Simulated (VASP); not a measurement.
# Ti6C (Pm-3m) in VASP: relaxation of cell and atoms with PBE

Aim: the relaxation of cell and atoms of Ti6C with PBE.

Everything below comes from runs of VASP 6.6.1. Logs are shortened: lines on timing, memory, paths and dates and some standing lists are left out, and cuts for length are marked.

**1. The cell of the first run**

The structure is cubic, space group Pm-3m (No. 221). Conventional cell: a = 5.769 Å, b = 5.769 Å, c = 5.769 Å, α = 90.00°, β = 90.00°, γ = 90.00°. Within 2.7 Å of Ti (site symmetry 4mm) lie 5 Ti at 1.96 to 2.70 Å. C (site symmetry m-3m) has 24 Ti at 4.19 Å within 5.5 Å.

The cell was generated, and may not be a known phase.

**2. Relaxation of cell and atoms, PBE**

The input, INCAR:

```
SYSTEM = Ti6C
PREC = Accurate ; ENCUT = 600
EDIFF = 1E-6 ; ISMEAR = 0
SIGMA = 0.1 ; LREAL = .False.
LASPH = .True. ; NELM = 80
ALGO = Normal ; ISIF = 3
LWAVE = .False. ; LCHARG = .False.
GGA = PE ; IBRION = 2
NSW = 100 ; EDIFFG = -0.01
```

The input, KPOINTS:

```
Automatic mesh
0
Gamma
  8 8 8
  0 0 0
```

The input, POSCAR:

```
Ti6C
1.0
    5.7691740951      0.0000000000      0.0000000000
    0.0000000000      5.7691740951      0.0000000000
    0.0000000000      0.0000000000      5.7691740951
Ti C
6 1
Direct
    0.1694536750      0.5000000000      0.5000000000
    0.5000000000      0.1694536750      0.5000000000
    0.8305463250      0.5000000000      0.5000000000
    0.5000000000      0.8305463250      0.5000000000
    0.5000000000      0.5000000000      0.1694536750
    0.5000000000      0.5000000000      0.8305463250
    0.0000000000      0.0000000000      0.0000000000
```

Potentials or basis: VASP PAW PBE potentials, release 64 (Ti_sv, C).

Command:

```
$ cat potpaw_PBE.64/Ti_sv/POTCAR potpaw_PBE.64/C/POTCAR > POTCAR
$ mpirun -np 1 vasp_std > vasp.out
```

OUTCAR:

```text
SYSTEM = Ti6C
   PREC = Accurate
   ENCUT = 600
   EDIFF = 1E-6
   ISMEAR = 0
   LREAL = .False.
   LASPH = .True.
   NELM = 80
   ISIF = 3
   GGA = PE
   IBRION = 2
   NSW = 100
   EDIFFG = -0.01

 ion  position               nearest neighbor table
   1  0.169  0.500  0.500-   3 1.96   2 2.70   4 2.70   5 2.70   6 2.70
   2  0.500  0.169  0.500-   4 1.96   3 2.70   1 2.70   5 2.70   6 2.70
   3  0.831  0.500  0.500-   1 1.96   2 2.70   4 2.70   5 2.70   6 2.70
   4  0.500  0.831  0.500-   2 1.96   1 2.70   3 2.70   5 2.70   6 2.70
   5  0.500  0.500  0.169-   6 1.96   2 2.70   3 2.70   4 2.70   1 2.70
   6  0.500  0.500  0.831-   5 1.96   2 2.70   3 2.70   4 2.70   1 2.70
   7  0.000  0.000  0.000-

  LATTYP: Found a simple cubic cell.
 ALAT       =     5.7691740951

  Lattice vectors:

 A1 = (   5.7691740951,   0.0000000000,   0.0000000000)
 A2 = (   0.0000000000,   5.7691740951,   0.0000000000)
 A3 = (   0.0000000000,   0.0000000000,   5.7691740951)

Analysis of symmetry for initial positions (statically):
=====================================================================
 Subroutine PRICEL returns:
 Original cell was already a primitive cell.

 Routine SETGRP: Setting up the symmetry group for a
 simple cubic supercell.

 Subroutine GETGRP returns: Found 48 space group operations
 (whereof 48 operations were pure point group operations)
 out of a pool of 48 trial point group operations.

The static configuration has the point symmetry O_h .

Analysis of symmetry for dynamics (positions and initial velocities):
=====================================================================
 Subroutine PRICEL returns:
 Original cell was already a primitive cell.

 Routine SETGRP: Setting up the symmetry group for a
 simple cubic supercell.

 Subroutine GETGRP returns: Found 48 space group operations
 (whereof 48 operations were pure point group operations)
 out of a pool of 48 trial point group operations.

The dynamic configuration has the point symmetry O_h .

 Subroutine INISYM returns: Found 48 space group operations
 (whereof 48 operations are pure point group operations),
 and found     1 'primitive' translations

----------------------------------------------------------------------------------------

                                     Primitive cell

  volume of cell :     192.0176

  direct lattice vectors                    reciprocal lattice vectors
     5.769174095  0.000000000  0.000000000     0.173335036  0.000000000  0.000000000
     0.000000000  5.769174095  0.000000000     0.000000000  0.173335036  0.000000000
     0.000000000  0.000000000  5.769174095     0.000000000  0.000000000  0.173335036

  length of vectors
     5.769174095  5.769174095  5.769174095     0.173335036  0.173335036  0.173335036

  position of ions in fractional coordinates (direct lattice)
     0.169453675  0.500000000  0.500000000
     0.500000000  0.169453675  0.500000000
     0.830546325  0.500000000  0.500000000
     0.500000000  0.830546325  0.500000000
     0.500000000  0.500000000  0.169453675
     0.500000000  0.500000000  0.830546325
     0.000000000  0.000000000  0.000000000

  ion indices of the primitive-cell ions
   primitive index   ion index
                 1           1
                 2           2
                 3           3
                 4           4
                 5           5
                 6           6
                 7           7

----------------------------------------------------------------------------------------

 KPOINTS: Automatic mesh

Automatic generation of k-mesh.
 Grid dimensions read from file:
 generate k-points for:    8    8    8

 Generating k-lattice:

  Cartesian coordinates                     Fractional coordinates (reciprocal lattice)
     0.021666880  0.000000000  0.000000000     0.125000000  0.000000000  0.000000000
     0.000000000  0.021666880  0.000000000     0.000000000  0.125000000  0.000000000
     0.000000000  0.000000000  0.021666880     0.000000000  0.000000000  0.125000000

  Length of vectors
     0.021666880  0.021666880  0.021666880

  Shift w.r.t. Gamma in fractional coordinates (k-lattice)
     0.000000000  0.000000000  0.000000000

 Subroutine IBZKPT returns following result:
 ===========================================

 Found     35 irreducible k-points:

 Following reciprocal coordinates:
            Coordinates               Weight
  0.000000  0.000000  0.000000      1.000000
  0.125000  0.000000  0.000000      6.000000
  0.250000  0.000000  0.000000      6.000000
  0.375000  0.000000  0.000000      6.000000
  0.500000  0.000000  0.000000      3.000000
  0.125000  0.125000  0.000000     12.000000
[... 16 lines left out ...]
  0.375000  0.375000  0.125000     24.000000
  0.500000  0.375000  0.125000     24.000000
 [... further k-points ...]
   k-points           NKPTS =     35   k-points in BZ     NKDIM =     35   number of bands    NBANDS=     45
   number of dos      NEDOS =    301   number of ions     NIONS =      7
   total plane-waves  NPLWV = 110592
   dimension x,y,z NGX =    48 NGY =   48 NGZ =   48
   dimension x,y,z NGXF=    96 NGYF=   96 NGZF=   96
   ions per type =               6   1
   NGX,Y,Z   is equivalent  to a cutoff of  13.83, 13.83, 13.83 a.u.
   NGXF,Y,Z  is equivalent  to a cutoff of  27.66, 27.66, 27.66 a.u.
 SYSTEM =  Ti6C
   PREC   = accura    normal or accurate (medium, high low for compatibility)
   ISTART =      0    job   : 0-new  1-cont  2-samecut
   ICHARG =      2    charge: 1-file 2-atom 10-const
   ISPIN  =      1    spin polarized calculation?
   LNONCOLLINEAR =      F non collinear calculations
   LSORBIT =      F    spin-orbit coupling
   LASPH  =      T    aspherical Exc in radial PAW
   ENCUT  =  600.0 eV  44.10 Ry    6.64 a.u.  11.52 11.52 11.52*2*pi/ulx,y,z
   NELM   =     80;   NELMIN=  2; NELMDL= -5     # of ELM steps
   EDIFF  = 0.1E-05   stopping-criterion for ELM
   LREAL  =      F    real-space projection
   EDIFFG = -.1E-01   stopping-criterion for IOM
   NSW    =    100    number of steps for IOM
   IBRION =      2    ionic relax: 0-MD 1-quasi-New 2-CG
   NFREE  =      1    steps in history (QN), initial steepest desc. (CG)
   ISIF   =      3    stress and relaxation
   ISYM   =      2    0-nonsym 1-usesym 2-fastsym
   POTIM  = 0.5000    time-step for ionic-motion
   TEBEG  =    0.0;   TEEND  =   0.0 temperature during run
   PSTRESS=    0.0 pullay stress
   NELECT =      76.0000    total number of electrons
   NUPDOWN=      -1.0000    fix difference up-down
   EMIN   =  10.00;   EMAX   =-10.00  energy-range for DOS
   EFERMI =   0.00;   METHOD = LEGACY
   ISMEAR =     0;   SIGMA  =   0.10  broadening in eV -4-tet -1-fermi 0-gaus
   EFERMI_NEDOS =   21; number of points for ismear=-14 and -15
   IALGO  =     38    algorithm
   IMIX   =      4    mixing-type and parameters
     AMIX     =   0.40;   BMIX     =  1.00
     AMIX_MAG =   1.60;   BMIX_MAG =  1.00
  volume/ion in A,a.u.               =      27.43       185.11
  Fermi-wavevector in a.u.,A,eV,Ry     =   1.201985  2.271422 19.657261  1.444768
  Thomas-Fermi vector in A             =   2.337779
   LORBIT       =      0    0 simple, 1 ext, 2 COOP (PROOUT), +10 PAW based schemes
   GGA     = PE    functional components
   LHFCALC =     F    Hartree Fock is set to
   AEXX    =    0.0000 exact exchange contribution
   IVDW    =     0    specifies the selected vdW correction
   LEPSILON=     F    determine dielectric tensor
   LRPA    =     F    only Hartree local field effects (RPA)
 conjugate gradient relaxation of ions
 non-spin polarized calculation
 Gauss-broadening in eV      SIGMA  =   0.10
  energy-cutoff  :      600.00
  volume of cell :      192.02
 maximum number of plane-waves:      6488
 NGX is ok and might be reduce to    48
   NGX = 23   NGY = 23   NGZ = 23

--------------------------------------- Ionic step        1  -------------------------------------------

 number of electron      76.0000019 magnetization

 Free energy of the ion-electron system (eV)
  ---------------------------------------------------
  ext. energy  EPLUGINS =         0.00000000
  ---------------------------------------------------
  free energy    TOTEN  =       -34.53536005 eV

  energy without entropy =      -34.47597894  energy(sigma->0) =      -34.50566950

------------------------ aborting loop because EDIFF is reached ----------------------------------------

  FORCE on cell =-STRESS in cart. coord.  units (eV):
  Direction    XX          YY          ZZ          XY          YZ          ZX
  --------------------------------------------------------------------------------------
  -------------------------------------------------------------------------------------
  Total        1.3171614      1.3171614      1.3171614      0.0000000      0.0000000     -0.0000000
  in kB       10.9902771     10.9902771     10.9902771      0.0000000      0.0000000     -0.0000000
  external PRESSURE =      10.9902771 kB  Pullay stress =       0.0000000 kB
[... 104 lines left out ...]
  FREE ENERGIE OF THE ION-ELECTRON SYSTEM (eV)
  ---------------------------------------------------
  free  energy   TOTEN  =       -34.6608089969 eV

  energy  without entropy=      -34.5797255235  energy(sigma->0) =      -34.62026726

[... ionic steps 4 to 8 ...]

--------------------------------------- Ionic step        9  -------------------------------------------

 number of electron      75.9999983 magnetization

------------------------ aborting loop because EDIFF is reached ----------------------------------------

  FORCE on cell =-STRESS in cart. coord.  units (eV):
  Direction    XX          YY          ZZ          XY          YZ          ZX
  --------------------------------------------------------------------------------------
  -------------------------------------------------------------------------------------
  Total       -0.1911663     -0.1911663     -0.1911663     -0.0000000     -0.0000000      0.0000000
  in kB       -1.2206599     -1.2206599     -1.2206599     -0.0000000     -0.0000000      0.0000000
  external PRESSURE =      -1.2206599 kB  Pullay stress =       0.0000000 kB
[... 67 lines left out ...]
  energy  without entropy=      -35.4309384437  energy(sigma->0) =      -35.47651503

--------------------------------------- Ionic step       11  -------------------------------------------

 number of electron      75.9999977 magnetization

 Free energy of the ion-electron system (eV)
  ---------------------------------------------------
  ext. energy  EPLUGINS =         0.00000000
  ---------------------------------------------------
  free energy    TOTEN  =       -35.52210490 eV

  energy without entropy =      -35.43082934  energy(sigma->0) =      -35.47646712

 E-fermi :   1.1845     XC(G=0):  -7.4236

 val. band max:        1.1841974685   @ k =   0.3750   0.3750   0.2500
 cond. band min:       1.1865511391   @ k =   0.5000   0.2500   0.0000
 fundamental gap:      0.0023536706
 Fermi energy:         1.1844839627

 k-point     1 :       0.0000    0.0000    0.0000
  band No.  band energies     occupation
      1     -55.5557      2.00000
      2     -55.3506      2.00000
      3     -55.3506      2.00000
      4     -55.3506      2.00000
      5     -55.3149      2.00000
      6     -55.3149      2.00000
[... 1141 lines left out ...]
     44       1.7913      0.00000
     45       1.9730      0.00000

 [... further k-points ...]

------------------------ aborting loop because EDIFF is reached ----------------------------------------

  FORCE on cell =-STRESS in cart. coord.  units (eV):
  Direction    XX          YY          ZZ          XY          YZ          ZX
  --------------------------------------------------------------------------------------
  -------------------------------------------------------------------------------------
  Total       -0.0026687     -0.0026687     -0.0026687      0.0000000      0.0000000     -0.0000000
  in kB       -0.0166938     -0.0166938     -0.0166938      0.0000000      0.0000000     -0.0000000
  external PRESSURE =      -0.0166938 kB  Pullay stress =       0.0000000 kB
[... 22 lines left out ...]
  FREE ENERGIE OF THE ION-ELECTRON SYSTEM (eV)
  ---------------------------------------------------
  free  energy   TOTEN  =       -35.5221049002 eV

  energy  without entropy=      -35.4308293413  energy(sigma->0) =      -35.47646712

 reached required accuracy - stopping structural energy minimisation
```

Run time: 55 min. Hardware: 1 thread of Intel Xeon Platinum 8488C (Sapphire Rapids), shared host; peak memory 0.52 GiB.

What came out:

```
Free energy                           : -35.5221 eV
Relaxed volume                        : 36.59 Å³/atom
Relaxed cell                          : a = 6.351 Å, b = 6.351 Å, c = 6.351 Å, α = 90.00°, β = 90.00°, γ = 90.00°
Space group after relaxing (to 0.1 Å) : Pm-3m (No. 221)
Energy gained by relaxing             : 141.0 meV/atom
Ionic steps                           : 11
Pressure after relaxing               : 0.0 GPa
Largest force after relaxing          : 0.005 eV/Å
Band gap on the k mesh                : zero (bands 38 and 39 overlap by 0.37 eV)
```

Forces in eV/Å, atoms in the order of the input:
```
Ti   0.005  0.000  0.000
Ti   0.000  0.005  0.000
Ti  -0.005  0.000  0.000
Ti   0.000 -0.005  0.000
Ti   0.000  0.000  0.005
Ti   0.000  0.000 -0.005
C    0.000  0.000  0.000
```

Step by step:
| step | energy change (eV) | largest force (eV/Å) | pressure (GPa) | volume (Å³) |
| --- | --- | --- | --- | --- |
| 1 | 0.0000 | 0.6775 | 1.10 | 192.02 |
| 2 | -0.0967 | 0.2801 | 0.05 | 197.29 |
| 3 | -0.1254 | 0.3271 | -0.09 | 200.00 |
| 4 | -0.2218 | 0.7027 | 0.00 | 205.50 |
| 5 | -0.6140 | 0.8816 | 0.42 | 216.79 |
| 6 | -0.8201 | 1.0745 | 2.55 | 240.60 |
| 7 | -0.8943 | 0.2691 | 1.67 | 231.82 |
| 8 | -0.9724 | 0.3135 | -0.54 | 256.37 |
| 9 | -0.9782 | 0.1954 | -0.12 | 250.92 |
| 10 | -0.9867 | 0.0125 | -0.02 | 255.92 |
| 11 | -0.9867 | 0.0046 | 0.00 | 256.13 |

Final structure:
```yaml
crystal:
  lattice:
    - [6.35065, 0.00000, 0.00000]
    - [0.00000, 6.35065, 0.00000]
    - [0.00000, 0.00000, 6.35065]
  atoms:
    - { symbol: Ti, position: [0.21431, 0.50000, 0.50000] }
    - { symbol: Ti, position: [0.50000, 0.21431, 0.50000] }
    - { symbol: Ti, position: [0.78569, 0.50000, 0.50000] }
    - { symbol: Ti, position: [0.50000, 0.78569, 0.50000] }
    - { symbol: Ti, position: [0.50000, 0.50000, 0.21431] }
    - { symbol: Ti, position: [0.50000, 0.50000, 0.78569] }
    - { symbol: C, position: [0.00000, 0.00000, 0.00000] }
```

Levels at points of the mesh, in eV from the Fermi level:
```tsv
k point	band 34	band 35	band 36	band 37	band 38	band 39	band 40	band 41	band 42	band 43
(0.00, 0.00, 0.00)	-0.49	-0.49	-0.49	-0.21	-0.21	-0.21	0.35	0.35	0.60	0.60
(0.50, 0.00, 0.00)	-0.46	-0.44	-0.39	-0.28	-0.04	-0.04	0.37	0.40	0.47	0.49
(0.50, 0.50, 0.00)	-0.56	-0.49	-0.49	-0.07	0.03	0.26	0.35	0.48	0.48	0.57
(0.50, 0.50, 0.50)	-0.93	-0.30	-0.30	-0.30	0.16	0.16	0.39	0.39	0.39	0.64
```

Caveat: the volume moved by over 15 % at a fixed basis, so the end points are rough.
